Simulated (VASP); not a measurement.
GaAs, 2 atoms in the cell. The structure is tetragonal, space group I-4m2 (No. 119). The conventional cell has a = 4.007 Å, b = 4.007 Å, c = 5.560 Å, α = 90.00°, β = 90.00°, γ = 90.00°. Ga (site symmetry -4m2) has 4 As at 2.44 Å within 3.2 Å. As (site symmetry -4m2) has 4 Ga at 2.44 Å within 3.2 Å.  This cell differs from its parent crystal: uniaxial x strain -1.9%.

```yaml
Program: VASP 6.6.1
Task: single point
Functional: r2SCAN
Potentials_or_basis: VASP PAW PBE potentials, release 64 (Ga_d, As)
Cutoff: 520 eV
k_mesh: 8 × 8 × 8
Occupations: gaussian, width 0.01 eV
Spin: no spin polarisation
Dipole_correction: no
Further_INCAR_settings: ALGO = Normal; EDIFF = 1e-07; NBANDS = 16
```

Potentials or basis: VASP PAW PBE potentials, release 64 (Ga_d, As).

Command:

```bash
$ cat potpaw_PBE.64/Ga_d/POTCAR potpaw_PBE.64/As/POTCAR > POTCAR
$ cp INCAR.step1 INCAR
$ mpirun -np 1 vasp_std > vasp.out
$ cp INCAR.step2 INCAR
$ mpirun -np 1 vasp_std > vasp.out
```

Hardware: 1 thread of Intel Xeon 8259CL (shared host).

Question: How long does it take, and how much memory?

Answer: It took 6 min on 1 thread of Intel Xeon 8259CL, on a shared host, peak memory 0.2 GiB. Counts: k points 59.
